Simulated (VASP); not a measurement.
## Ho2O: relaxation of cell and atoms with PBE

The system is Ho2O.

```xyz
3
Lattice="3.5404 0.0000 0.0000 -1.7702 3.0660 0.0000 0.0000 0.0000 5.9475" Properties=species:S:1:pos:R:3 pbc="T T T"
Ho    0.0000    2.0440    4.4222
Ho    0.0000    2.0440    1.5253
O     0.0000    0.0000    0.0000
```

The cell was built from a structure type or drawn by symmetry, and may not be a known phase.

```json
{
  "Program": "VASP 6.6.1",
  "Task": "relaxation of cell and atoms",
  "Functional": "PBE",
  "Potentials or basis": "VASP PAW PBE potentials, release 64 (Ho_3, O), 4f in core",
  "Cutoff": "600 eV",
  "k mesh": "6 × 6 × 4",
  "Occupations": "gaussian, width 0.2 eV",
  "Spin": "no spin polarisation",
  "Dipole correction": "no",
  "Mended": "yes",
  "Further INCAR settings": "ALGO = Normal; EDIFF = 1e-07; IBRION = 2; EDIFFG = -0.08; NSW = 36; ISIF = 3"
}
```

```json
{"Relaxed volume": "19.94 Å³/atom", "Relaxed cell": "a = 3.324 Å, b = 3.324 Å, c = 6.252 Å, α = 90.00°, β = 90.00°, γ = 120.00°", "Space group after relaxing (to 0.1 Å)": "P-6m2 (No. 187)", "Energy gained by relaxing": "116.5 meV/atom", "Ionic steps": "6", "Pressure after relaxing": "-0.3 GPa", "Largest force after relaxing": "0.045 eV/Å", "Band gap on the k mesh": "zero (bands 12 and 13 overlap by 0.46 eV)"}
```

Forces in eV/Å, atoms in the order of the input:
```
Ho   0.000  0.000  0.045
Ho   0.000  0.000 -0.045
O    0.000  0.000  0.000
```

Stress tensor (GPa, compression positive):
```
-0.35  0.00  0.00
 0.00 -0.35  0.00
 0.00  0.00 -0.12
```

The path:
```
step  energy change (eV)  largest force (eV/Å)  pressure (GPa)  volume (Å³)
   1              0.0000                1.1412           -5.65        64.56
   2             -0.2985                0.5170            3.41        57.60
   3             -0.3027                0.3597            2.19        58.26
   4             -0.3482                0.0273            0.55        59.29
   5             -0.3488                0.0143            0.68        59.17
   6             -0.3495                0.0446           -0.27        59.83
```

Final structure:
```xyz
3
Lattice="3.3242 0.0000 0.0000 -1.6621 2.8789 0.0000 0.0000 0.0000 6.2523" Properties=species:S:1:pos:R:3 pbc="T T T"
Ho    0.0000    1.9193    4.6939
Ho    0.0000    1.9193    1.5584
O    -1.6621    2.8789    6.2523
```

Levels at points of the mesh, in eV from the Fermi level:
```tsv
k point	band 9	band 10	band 11	band 12	band 13	band 14	band 15	band 16
(0.00, 0.00, 0.00)	-4.79	-4.79	-3.82	-1.00	0.23	2.32	2.32	2.39
(0.50, 0.00, 0.00)	-5.61	-5.03	-1.23	-0.87	0.06	0.41	3.75	3.94
(0.00, 0.00, 0.50)	-4.77	-4.77	-2.11	-2.03	1.03	1.88	2.02	2.02
(0.50, 0.00, 0.50)	-5.70	-4.99	-1.13	-0.58	-0.33	2.00	2.83	3.49
```

Run time: 110 s on 1 thread of Intel(R) Xeon(R) Platinum 8488C (Sapphire Rapids), with other jobs on the host, peak memory 0.21 GiB.

Caveat: spin-orbit coupling is left out, which moves the levels of the heavy elements; the 4f electrons are frozen in the core, so they carry no moment and show no levels; the run has no spin polarisation, though such a crystal can be magnetic; the relaxation stopped at a loose force limit of 0.08 eV/Å, so its end isn't a converged minimum. Spin polarisation is off, so any magnetic state and its effect on volume and gap are missing.
